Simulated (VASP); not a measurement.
# Hf3Te (I4/mmm) in VASP: relaxation of cell and atoms with PBE

Aim: the relaxation of cell and atoms of Hf3Te with PBE.

All numbers are computed with VASP 6.6.1; they aren't measurements. Logs are shortened: lines on timing, memory, paths and dates and some standing lists are left out, and cuts for length are marked.

### 1 The cell of the first run

The structure is tetragonal, space group I4/mmm (No. 139). The conventional cell has a = 4.351 Å, b = 4.351 Å, c = 9.718 Å, α = 90.00°, β = 90.00°, γ = 90.00°. Within 4.0 Å of Hf (site symmetry 4/mmm) lie 4 Te at 3.08 Å and 8 Hf at 3.26 Å. Within 4.0 Å of Hf (site symmetry -4m2) lie 8 Hf at 3.08 to 3.26 Å and 4 Te at 3.26 Å. Te (site symmetry 4/mmm) has 12 Hf at 3.08 to 3.26 Å within 4.0 Å.

### 2 Relaxation of cell and atoms, PBE

INCAR reads:

```
  ALGO = Fast
  EDIFF = 1E-6
  EDIFFG = -0.01
  ENCUT = 600
  GGA = PE
  IBRION = 2
  ISIF = 3
  ISMEAR = 0
  KPAR = 4
  LASPH = T
  LCHARG = F
  LREAL = F
  LWAVE = F
  NELM = 100
  NSW = 100
  PREC = Accurate
  SIGMA = 0.1
```

KPOINTS reads:

```
k-points
0
Gamma
  16 16 16
```

POSCAR reads:

```
Hf3Te
1.0
   -2.1753363540      2.1753363540      4.8591928947
    2.1753363540     -2.1753363540      4.8591928947
    2.1753363540      2.1753363540     -4.8591928947
Hf Te
3 1
Direct
    0.5000000000      0.5000000000      0.0000000000
    0.2500000000      0.7500000000      0.5000000000
    0.7500000000      0.2500000000      0.5000000000
    0.0000000000      0.0000000000      0.0000000000
```

Potentials or basis: VASP PAW PBE potentials, release 64 (Hf_pv, Te).

Started as:

```
$ cat potpaw_PBE.64/Hf_pv/POTCAR potpaw_PBE.64/Te/POTCAR > POTCAR
$ mpirun -np 4 vasp_std > vasp.out
```

OUTCAR:

```text
EDIFF = 1E-6
   EDIFFG = -0.01
   ENCUT = 600
   GGA = PE
   IBRION = 2
   ISIF = 3
   ISMEAR = 0
   LASPH = T
   LREAL = F
   NELM = 100
   NSW = 100
   PREC = Accurate

 ion  position               nearest neighbor table
   1  0.500  0.500  0.000-   4 3.08   4 3.08   4 3.08   4 3.08   2 3.26   2 3.26   3 3.26   3 3.26
                             3 3.26   2 3.26   3 3.26   2 3.26
   2  0.250  0.750  0.500-   3 3.08   3 3.08   3 3.08   3 3.08   4 3.26   4 3.26   1 3.26   1 3.26
                             4 3.26   1 3.26   4 3.26   1 3.26
   3  0.750  0.250  0.500-   2 3.08   2 3.08   2 3.08   2 3.08   1 3.26   1 3.26   4 3.26   4 3.26
                             4 3.26   1 3.26   4 3.26   1 3.26
   4  0.000  0.000  0.000-   1 3.08   1 3.08   1 3.08   1 3.08   3 3.26   3 3.26   2 3.26   2 3.26
                             3 3.26   2 3.26   3 3.26   2 3.26

  LATTYP: Found a body centered tetragonal cell.
 ALAT       =     4.3506727080
 C/A-ratio  =     2.2337662338

  Lattice vectors:

 A1 = (  -2.1753363540,   2.1753363540,   4.8591928947)
 A2 = (   2.1753363540,  -2.1753363540,   4.8591928947)
 A3 = (   2.1753363540,   2.1753363540,  -4.8591928947)

Analysis of symmetry for initial positions (statically):
=====================================================================
 Subroutine PRICEL returns:
 Original cell was already a primitive cell.

 Routine SETGRP: Setting up the symmetry group for a
 body centered tetragonal supercell.

 Subroutine GETGRP returns: Found 16 space group operations
 (whereof 16 operations were pure point group operations)
 out of a pool of 16 trial point group operations.

The static configuration has the point symmetry D_4h.

Analysis of symmetry for dynamics (positions and initial velocities):
=====================================================================
 Subroutine PRICEL returns:
 Original cell was already a primitive cell.

 Routine SETGRP: Setting up the symmetry group for a
 body centered tetragonal supercell.

 Subroutine GETGRP returns: Found 16 space group operations
 (whereof 16 operations were pure point group operations)
 out of a pool of 16 trial point group operations.

The dynamic configuration has the point symmetry D_4h.

 Subroutine INISYM returns: Found 16 space group operations
 (whereof 16 operations are pure point group operations),
 and found     1 'primitive' translations

----------------------------------------------------------------------------------------

                                     Primitive cell

[... 106 lines left out ...]
   NUPDOWN=      -1.0000    fix difference up-down
   EMIN   =  10.00;   EMAX   =-10.00  energy-range for DOS
   EFERMI =   0.00;   METHOD = LEGACY
   ISMEAR =     0;   SIGMA  =   0.10  broadening in eV -4-tet -1-fermi 0-gaus
   EFERMI_NEDOS =   21; number of points for ismear=-14 and -15
   IALGO  =     68    algorithm
   IMIX   =      4    mixing-type and parameters
     AMIX     =   0.40;   BMIX     =  1.00
     AMIX_MAG =   1.60;   BMIX_MAG =  1.00
  volume/ion in A,a.u.               =      22.99       155.17
  Fermi-wavevector in a.u.,A,eV,Ry     =   1.197522  2.262988 19.511542  1.434058
  Thomas-Fermi vector in A             =   2.333434
   LORBIT       =      0    0 simple, 1 ext, 2 COOP (PROOUT), +10 PAW based schemes
   GGA     = PE    functional components
   LHFCALC =     F    Hartree Fock is set to
   AEXX    =    0.0000 exact exchange contribution
   IVDW    =     0    specifies the selected vdW correction
   LEPSILON=     F    determine dielectric tensor
   LRPA    =     F    only Hartree local field effects (RPA)
 conjugate gradient relaxation of ions
 non-spin polarized calculation
 RMM-DIIS sequential band-by-band and
 Gauss-broadening in eV      SIGMA  =   0.10
  energy-cutoff  :      600.00
  volume of cell :       91.98
 maximum number of plane-waves:      3131
 NGX is ok and might be reduce to    48
   NGX = 23   NGY = 23   NGZ = 23

--------------------------------------- Ionic step        1  -------------------------------------------

 number of electron      36.0000003 magnetization

 Free energy of the ion-electron system (eV)
  ---------------------------------------------------
  ext. energy  EPLUGINS =         0.00000000
  ---------------------------------------------------
  free energy    TOTEN  =       -33.27847091 eV

  energy without entropy =      -33.24831559  energy(sigma->0) =      -33.26339325

------------------------ aborting loop because EDIFF is reached ----------------------------------------

  FORCE on cell =-STRESS in cart. coord.  units (eV):
  Direction    XX          YY          ZZ          XY          YZ          ZX
  --------------------------------------------------------------------------------------
  -------------------------------------------------------------------------------------
  Total       -1.7271927     -1.7271927     -3.6828444      0.0000000      0.0000000      0.0000000
  in kB      -30.0866901    -30.0866901    -64.1530016      0.0000000      0.0000000      0.0000000
  external PRESSURE =     -41.4421273 kB  Pullay stress =       0.0000000 kB
[... 139 lines left out ...]
--------------------------------------- Ionic step        5  -------------------------------------------

 number of electron      36.0000001 magnetization

 Free energy of the ion-electron system (eV)
  ---------------------------------------------------
  ext. energy  EPLUGINS =         0.00000000
  ---------------------------------------------------
  free energy    TOTEN  =       -33.36025436 eV

  energy without entropy =      -33.33287078  energy(sigma->0) =      -33.34656257

 E-fermi :   7.0127     XC(G=0): -11.3243

 val. band max:        7.0121833320   @ k =  -0.0625   0.3125   0.0625
 cond. band min:       7.0133101169   @ k =  -0.3750  -0.4375   0.2500
 fundamental gap:      0.0011267849
 Fermi energy:         7.0127115059

 k-point     1 :       0.0000    0.0000    0.0000
  band No.  band energies     occupation
      1     -24.0048      2.00000
      2     -23.8797      2.00000
      3     -23.8797      2.00000
      4     -23.8032      2.00000
      5     -23.8032      2.00000
      6     -23.7665      2.00000
[... 589 lines left out ...]
     21       8.7001      0.00000
     22       8.8343      0.00000

 [... further k-points ...]

------------------------ aborting loop because EDIFF is reached ----------------------------------------

  FORCE on cell =-STRESS in cart. coord.  units (eV):
  Direction    XX          YY          ZZ          XY          YZ          ZX
  --------------------------------------------------------------------------------------
  -------------------------------------------------------------------------------------
  Total        0.0308068      0.0308068      0.0083677      0.0000000     -0.0000000      0.0000000
  in kB        0.5604884      0.5604884      0.1522395      0.0000000     -0.0000000      0.0000000
  external PRESSURE =       0.4244054 kB  Pullay stress =       0.0000000 kB
[... 19 lines left out ...]
  FREE ENERGIE OF THE ION-ELECTRON SYSTEM (eV)
  ---------------------------------------------------
  free  energy   TOTEN  =       -33.3602543562 eV

  energy  without entropy=      -33.3328707825  energy(sigma->0) =      -33.34656257

 reached required accuracy - stopping structural energy minimisation
```

Run time: 27 min. Hardware: 4 MPI ranks of Oxide Virtual Turin-like, shared host; peak memory 0.96 GiB.

Results:

- Free energy: -33.3603 eV
- Relaxed volume: 22.02 Å³/atom
- Relaxed cell: a = 5.578 Å, b = 5.578 Å, c = 5.578 Å, α = 134.09°, β = 134.09°, γ = 66.95°
- Space group after relaxing (to 0.1 Å): I4/mmm (No. 139)
- Energy gained by relaxing: 20.4 meV/atom
- Ionic steps: 5
- Pressure after relaxing: 0.0 GPa
- Band gap on the k mesh: zero (bands 18 and 19 overlap by 1.60 eV)

The path:
| step | energy change (eV) | largest force (eV/Å) | pressure (GPa) | volume (Å³) |
| --- | --- | --- | --- | --- |
| 1 | 0.0000 | 0.0000 | -4.14 | 91.98 |
| 2 | -0.0191 | 0.0000 | 5.01 | 84.27 |
| 3 | -0.0672 | 0.0000 | 0.44 | 87.67 |
| 4 | -0.0785 | 0.0000 | 0.21 | 87.89 |
| 5 | -0.0818 | 0.0000 | 0.04 | 88.06 |

Final structure:
```yaml
crystal:
  lattice:
    - [-2.17528, 2.17528, 4.65263]
    - [2.17528, -2.17528, 4.65263]
    - [2.17528, 2.17528, -4.65263]
  atoms:
    - { symbol: Hf, position: [0.50000, 0.50000, 0.00000] }
    - { symbol: Hf, position: [0.25000, 0.75000, 0.50000] }
    - { symbol: Hf, position: [0.75000, 0.25000, 0.50000] }
    - { symbol: Te, position: [0.00000, 0.00000, 0.00000] }
```

Caveat: spin-orbit coupling is left out, which moves the levels of the heavy elements.
